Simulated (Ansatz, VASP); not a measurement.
**Ta4Ge in VASP and in Ansatz**

```
CELL_PARAMETERS angstrom
4.89148 0.00000 0.00000
0.00000 4.89148 0.00000
0.00000 0.00000 4.89148
ATOMIC_POSITIONS crystal
Ta 0.50000 0.50000 0.50000
Ta 0.00000 0.50000 0.50000
Ta 0.50000 0.00000 0.50000
Ta 0.50000 0.50000 0.00000
Ge 0.00000 0.00000 0.00000
```

Change from the starting cell: species swapped into the Mn4N type (Pm-3m, No. 221).

Alike in both runs: functional PBE; k mesh 4 × 4 × 4; occupations gaussian, width 0.2 eV; no spin polarisation.

Ansatz relaxed the structure, and its values are those at the end. VASP's run is a single point on that final structure, the one shown.

```csv
,VASP,Ansatz
version,VASP 6.6.1,Ansatz 0.2.0
potentials or method,"VASP PAW PBE potentials, release 64 (Ta_pv, Ge_d), cutoff 500 eV","scalar-relativistic, plane waves, PAW"
valence electrons in the cell,58,66
```

|  | VASP | Ansatz | Ansatz less VASP |
| --- | --- | --- | --- |
| gap on the k mesh at the Fermi level (eV) | none | none | - |
| pressure (GPa) | 0.3 | 0.0 | -0.27 |

A gap of «none» marks a metal or a gap that the smearing closes. VASP's potentials hold 58 valence electrons a cell and Ansatz's 66, so a difference there can come from the potentials and not from the codes.

Neither program's run includes spin-orbit coupling.
